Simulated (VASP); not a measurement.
# Ag (P-6m2) in VASP: single point with PBEsol

Aim: the single point of Ag with PBEsol.

Program: VASP 6.6.1. These are calculated values, not measurements. Logs are shortened: lines on timing, memory, paths and dates and some standing lists are left out, and cuts for length are marked.

## 1. The cell of the first run

Symmetry: P-6m2, No. 187, hexagonal system. The conventional cell has a = 3.143 Å, b = 3.143 Å, c = 9.616 Å, α = 90.00°, β = 90.00°, γ = 120.00°. Ag (site symmetry -6m2) has 12 Ag at 2.90 to 3.14 Å within 3.8 Å. Ag (site symmetry 3m) has 9 Ag at 2.90 to 3.14 Å within 3.8 Å.

## 2. Single point, PBEsol

INCAR reads:

```
  PREC = Accurate
  ENCUT = 500
  EDIFF = 1E-6
  ISMEAR = 0
  SIGMA = 0.1
  LREAL = False
  LASPH = True
  NELM = 120
  ALGO = Normal
  ISIF = 2
  LWAVE = False
  LCHARG = False
  GGA = PS
  NBANDS = 24
  GGA_COMPAT = False
```

KPOINTS reads:

```
Automatic mesh
0
Gamma
  8 8 3
```

POSCAR reads:

```
Ag
1.0
    3.1431919000      0.0000000000      0.0000000000
   -1.5715959500      2.7220840300      0.0000000000
    0.0000000000      0.0000000000      9.6155610000
Ag
3
Direct
    0.0000000000      0.0000000000      0.5000000000
    0.3333333333      0.6666666667      0.2644780000
    0.3333333333      0.6666666667      0.7355220000
```

Potentials or basis: VASP PAW PBE potentials, release 64 (Ag).

Command:

```bash
$ cat potpaw_PBE.64/Ag/POTCAR > POTCAR
$ mpirun -np 1 vasp_std > vasp.out
```

OUTCAR:

```text
PREC = Accurate
   ENCUT = 500
   EDIFF = 1E-6
   ISMEAR = 0
   LREAL = False
   LASPH = True
   NELM = 120
   ISIF = 2
   GGA = PS

 ion  position               nearest neighbor table
   1  0.000  0.000  0.500-   2 2.90   3 2.90   2 2.90   3 2.90   2 2.90   3 2.90
   2  0.333  0.667  0.264-   1 2.90   1 2.90   1 2.90
   3  0.333  0.667  0.736-   1 2.90   1 2.90   1 2.90

  LATTYP: Found a hexagonal cell.
 ALAT       =     3.1431919000
 C/A-ratio  =     3.0591708384

  Lattice vectors:

 A1 = (   3.1431919000,   0.0000000000,   0.0000000000)
 A2 = (  -1.5715959500,   2.7220840300,   0.0000000000)
 A3 = (   0.0000000000,   0.0000000000,   9.6155610000)

Analysis of symmetry for initial positions (statically):
=====================================================================
 Subroutine PRICEL returns:
 Original cell was already a primitive cell.

 Routine SETGRP: Setting up the symmetry group for a
 hexagonal supercell.

 Subroutine GETGRP returns: Found 12 space group operations
 (whereof 12 operations were pure point group operations)
 out of a pool of 24 trial point group operations.

The static configuration has the point symmetry D_3h.

Analysis of symmetry for dynamics (positions and initial velocities):
=====================================================================
 Subroutine PRICEL returns:
 Original cell was already a primitive cell.

 Routine SETGRP: Setting up the symmetry group for a
 hexagonal supercell.

 Subroutine GETGRP returns: Found 12 space group operations
 (whereof 12 operations were pure point group operations)
 out of a pool of 24 trial point group operations.

The dynamic configuration has the point symmetry D_3h.

 Subroutine INISYM returns: Found 12 space group operations
 (whereof 12 operations are pure point group operations),
 and found     1 'primitive' translations

----------------------------------------------------------------------------------------

                                     Primitive cell

  volume of cell :      82.2711

  direct lattice vectors                    reciprocal lattice vectors
     3.143191900  0.000000000  0.000000000     0.318147931  0.183682794  0.000000000
    -1.571595950  2.722084030  0.000000000     0.000000000  0.367365588  0.000000000
     0.000000000  0.000000000  9.615561000     0.000000000  0.000000000  0.103998092

  length of vectors
     3.143191900  3.143191896  9.615561000     0.367365587  0.367365588  0.103998092

  position of ions in fractional coordinates (direct lattice)
     0.000000000  0.000000000  0.500000000
     0.333333333  0.666666667  0.264478000
     0.333333333  0.666666667  0.735522000

  ion indices of the primitive-cell ions
   primitive index   ion index
                 1           1
                 2           2
                 3           3

----------------------------------------------------------------------------------------

 KPOINTS: Automatic mesh

Automatic generation of k-mesh.
 Grid dimensions read from file:
 generate k-points for:    8    8    3

 Generating k-lattice:

  Cartesian coordinates                     Fractional coordinates (reciprocal lattice)
     0.039768491  0.022960349  0.000000000     0.125000000  0.000000000  0.000000000
     0.000000000  0.045920698  0.000000000     0.000000000  0.125000000  0.000000000
     0.000000000  0.000000000  0.034666031     0.000000000  0.000000000  0.333333333

  Length of vectors
     0.045920698  0.045920698  0.034666031

  Shift w.r.t. Gamma in fractional coordinates (k-lattice)
     0.000000000  0.000000000  0.000000000

 Subroutine IBZKPT returns following result:
 ===========================================

 Found     20 irreducible k-points:

 Following reciprocal coordinates:
            Coordinates               Weight
  0.000000  0.000000  0.000000      1.000000
  0.125000  0.000000  0.000000      6.000000
  0.250000  0.000000  0.000000      6.000000
  0.375000 -0.000000  0.000000      6.000000
  0.500000  0.000000  0.000000      3.000000
  0.125000  0.125000  0.000000      6.000000
[... 12 lines left out ...]
  0.250000  0.250000  0.333333     12.000000
  0.375000  0.250000  0.333333     12.000000
   k-points           NKPTS =     20   k-points in BZ     NKDIM =     20   number of bands    NBANDS=     24
   number of dos      NEDOS =    301   number of ions     NIONS =      3
   total plane-waves  NPLWV =  40320
   dimension x,y,z NGX =    24 NGY =   24 NGZ =   70
   dimension x,y,z NGXF=    48 NGYF=   48 NGZF=  140
   ions per type =               3
   NGX,Y,Z   is equivalent  to a cutoff of  12.69, 12.69, 12.10 a.u.
   NGXF,Y,Z  is equivalent  to a cutoff of  25.39, 25.39, 24.20 a.u.
 SYSTEM =  unknown system
   PREC   = accura    normal or accurate (medium, high low for compatibility)
   ISTART =      0    job   : 0-new  1-cont  2-samecut
   ICHARG =      2    charge: 1-file 2-atom 10-const
   ISPIN  =      1    spin polarized calculation?
   LNONCOLLINEAR =      F non collinear calculations
   LSORBIT =      F    spin-orbit coupling
   LASPH  =      T    aspherical Exc in radial PAW
   ENCUT  =  500.0 eV  36.75 Ry    6.06 a.u.   5.73  5.73 17.53*2*pi/ulx,y,z
   NELM   =    120;   NELMIN=  2; NELMDL= -5     # of ELM steps
   EDIFF  = 0.1E-05   stopping-criterion for ELM
   LREAL  =      F    real-space projection
[... 7 lines left out ...]
   TEBEG  =    0.0;   TEEND  =   0.0 temperature during run
   PSTRESS=    0.0 pullay stress
   NELECT =      33.0000    total number of electrons
   NUPDOWN=      -1.0000    fix difference up-down
   EMIN   =  10.00;   EMAX   =-10.00  energy-range for DOS
   EFERMI =   0.00;   METHOD = LEGACY
   ISMEAR =     0;   SIGMA  =   0.10  broadening in eV -4-tet -1-fermi 0-gaus
   EFERMI_NEDOS =   21; number of points for ismear=-14 and -15
   IALGO  =     38    algorithm
   IMIX   =      4    mixing-type and parameters
     AMIX     =   0.40;   BMIX     =  1.00
     AMIX_MAG =   1.60;   BMIX_MAG =  1.00
  volume/ion in A,a.u.               =      27.42       185.06
  Fermi-wavevector in a.u.,A,eV,Ry     =   1.207342  2.281546 19.832882  1.457676
  Thomas-Fermi vector in A             =   2.342983
   LORBIT       =      0    0 simple, 1 ext, 2 COOP (PROOUT), +10 PAW based schemes
   GGA     = PS    functional components
   LHFCALC =     F    Hartree Fock is set to
   AEXX    =    0.0000 exact exchange contribution
   IVDW    =     0    specifies the selected vdW correction
   LEPSILON=     F    determine dielectric tensor
   LRPA    =     F    only Hartree local field effects (RPA)
 non-spin polarized calculation
 Gauss-broadening in eV      SIGMA  =   0.10
  energy-cutoff  :      500.00
  volume of cell :       82.27
 maximum number of plane-waves:      2108
 NGX is ok and might be reduce to    24
   NGX = 11   NGY = 11   NGZ = 35

 number of electron      32.9999992 magnetization

 Free energy of the ion-electron system (eV)
  ---------------------------------------------------
  ext. energy  EPLUGINS =         0.00000000
  ---------------------------------------------------
  free energy    TOTEN  =        -8.42311129 eV

  energy without entropy =       -8.41424364  energy(sigma->0) =       -8.41867746

 E-fermi :   3.1453     XC(G=0):  -9.3088

 val. band max:        3.1264424425   @ k =   0.1250   0.0000   0.3333
 cond. band min:       3.3298967960   @ k =   0.1250   0.1250   0.0000
 fundamental gap:      0.2034543535
 Fermi energy:         3.1453074390

 k-point     1 :       0.0000    0.0000    0.0000
  band No.  band energies     occupation
      1      -2.7957      2.00000
      2      -1.9020      2.00000
      3      -1.6412      2.00000
      4      -0.8480      2.00000
      5      -0.8480      2.00000
      6      -0.8307      2.00000
[... 16 lines left out ...]
     23      17.9480      0.00000
     24      18.5898      0.00000

 k-point     2 :       0.1250    0.0000    0.0000
  band No.  band energies     occupation
      1      -2.4703      2.00000
      2      -1.7463      2.00000
      3      -1.3896      2.00000
      4      -0.9724      2.00000
      5      -0.9450      2.00000
      6      -0.7777      2.00000
[... 16 lines left out ...]
     23      16.5453      0.00000
     24      16.9916      0.00000

 k-point     3 :       0.2500    0.0000    0.0000
  band No.  band energies     occupation
      1      -1.8586      2.00000
      2      -1.5565      2.00000
      3      -1.3904      2.00000
      4      -1.0263      2.00000
      5      -1.0138      2.00000
      6      -0.7738      2.00000
[... 16 lines left out ...]
     23      14.5715      0.00000
     24      15.0656      0.00000

 k-point     4 :       0.3750   -0.0000    0.0000
  band No.  band energies     occupation
      1      -1.8250      2.00000
      2      -1.7014      2.00000
      3      -1.6616      2.00000
      4      -1.2055      2.00000
      5      -0.9704      2.00000
      6      -0.8608      2.00000
[... 16 lines left out ...]
     23      11.3315      0.00000
     24      13.5279      0.00000

 k-point     5 :       0.5000    0.0000    0.0000
  band No.  band energies     occupation
      1      -1.8719      2.00000
      2      -1.8256      2.00000
      3      -1.7598      2.00000
      4      -1.3028      2.00000
      5      -1.0041      2.00000
      6      -0.9045      2.00000
[... 343 lines left out ...]
 k-point    18 :       0.3750    0.1250    0.3333
  band No.  band energies     occupation
      1      -1.7323      2.00000
      2      -1.7114      2.00000
      3      -1.6312      2.00000
      4      -1.1427      2.00000
      5      -1.0246      2.00000
      6      -0.9337      2.00000
[... 16 lines left out ...]
     23      11.2285      0.00000
     24      12.3231      0.00000

 k-point    19 :       0.2500    0.2500    0.3333
  band No.  band energies     occupation
      1      -1.6093      2.00000
      2      -1.5484      2.00000
      3      -1.3275      2.00000
      4      -1.1762      2.00000
      5      -1.0413      2.00000
      6      -0.7757      2.00000
[... 16 lines left out ...]
     23      10.4848      0.00000
     24      12.1196      0.00000

 k-point    20 :       0.3750    0.2500    0.3333
  band No.  band energies     occupation
      1      -1.6521      2.00000
      2      -1.5227      2.00000
      3      -1.3375      2.00000
      4      -1.2128      2.00000
      5      -0.9243      2.00000
      6      -0.7874      2.00000
[... 16 lines left out ...]
     23       9.9198      0.00000
     24      11.2333      0.00000

------------------------ aborting loop because EDIFF is reached ----------------------------------------

  FORCE on cell =-STRESS in cart. coord.  units (eV):
  Direction    XX          YY          ZZ          XY          YZ          ZX
  --------------------------------------------------------------------------------------
  -------------------------------------------------------------------------------------
  Total       -4.9571481     -4.9571481     -2.6504529     -0.0000000      0.0000000      0.0000000
  in kB      -96.5373616    -96.5373612    -51.6159136     -0.0000000      0.0000000      0.0000000
  external PRESSURE =     -81.5635455 kB  Pullay stress =       0.0000000 kB

 VOLUME and BASIS-vectors are now :
 -----------------------------------------------------------------------------
  energy-cutoff  :      500.00
  volume of cell :       82.27
      direct lattice vectors                 reciprocal lattice vectors
     3.143191900  0.000000000  0.000000000     0.318147931  0.183682794  0.000000000
    -1.571595950  2.722084030  0.000000000     0.000000000  0.367365588  0.000000000
     0.000000000  0.000000000  9.615561000     0.000000000  0.000000000  0.103998092

 POSITION                                       TOTAL-FORCE (eV/Angst)
 -----------------------------------------------------------------------------------
      0.00000      0.00000      4.80778         0.000000      0.000000      0.000000
     -0.00000      1.81472      2.54310        -0.000000     -0.000000      0.508336
     -0.00000      1.81472      7.07246        -0.000000     -0.000000     -0.508336
 -----------------------------------------------------------------------------------
    total drift:                                0.000000     -0.000000     -0.000000

  FREE ENERGIE OF THE ION-ELECTRON SYSTEM (eV)
  ---------------------------------------------------
  free  energy   TOTEN  =        -8.4231112870 eV

  energy  without entropy=       -8.4142436368  energy(sigma->0) =       -8.41867746
```

It took 16 s on 1 thread of Intel Xeon 6975P-C (Granite Rapids), shared host; peak memory 0.19 GiB.

Results:

```yaml
Free_energy: -8.4231 eV
Pressure: -8.2 GPa
Largest_force: 0.508 eV/Å
Band_gap_on_the_k_mesh: zero (an odd number of electrons rules out a gap without spin polarisation)
```

Forces in eV/Å, atoms in the order of the input:
```
Ag   0.000  0.000  0.000
Ag   0.000  0.000  0.508
Ag   0.000  0.000 -0.508
```

Caveat: the cell stands under tension; the PAW data sets were made with another functional, which shifts forces and pressure a little.
